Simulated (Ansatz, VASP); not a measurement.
**One calculation of Ru, two programs**

```
Ru
1.0
     2.61787    0.00000    0.00000
    -1.30894    2.26714    0.00000
     0.00000    0.00000    4.25238
Ru
2
Direct
  0.30328 0.60656 0.25000
  0.69672 0.39344 0.75000
```

Change from the starting cell: mode 5 frozen in at -0.140 Å, equal normal strain along x and y -0.0267.

Alike in both runs: task single point; functional PBEsol; k mesh 18 × 18 × 10; occupations gaussian, width 0.15 eV; no spin polarisation.

|  | VASP | Ansatz |
| --- | --- | --- |
| version | VASP 6.6.1 | Ansatz 0.2.0 |
| potentials or method | VASP PAW PBE potentials, release 64 (Ru_pv), cutoff 520 eV | scalar-relativistic, plane waves, PAW |
| valence electrons in the cell | 28 | 32 |

VASP gave:

```
gap on the k mesh at the Fermi level (eV)                     : none
pressure (GPa)                                                : 25.1
traceless stress, the component that is largest in VASP (GPa) : 9.00
rms of the force components (eV/Å)                            : 1.297
```

Which values does Ansatz return?

gap on the k mesh at the Fermi level (eV): none; pressure (GPa): 25.1; traceless stress, the component that is largest in VASP (GPa): 8.97; rms of the force components (eV/Å): 1.300.

VASP's potentials were made for PBE, not for PBEsol, and Ansatz warns of the same on its side. Atom by atom the forces differ by 0.002 eV/Å (rms over components). A gap of «none» marks a metal or a gap that the smearing closes. VASP's potentials hold 28 valence electrons a cell and Ansatz's 32, so a difference there can come from the potentials and not from the codes.
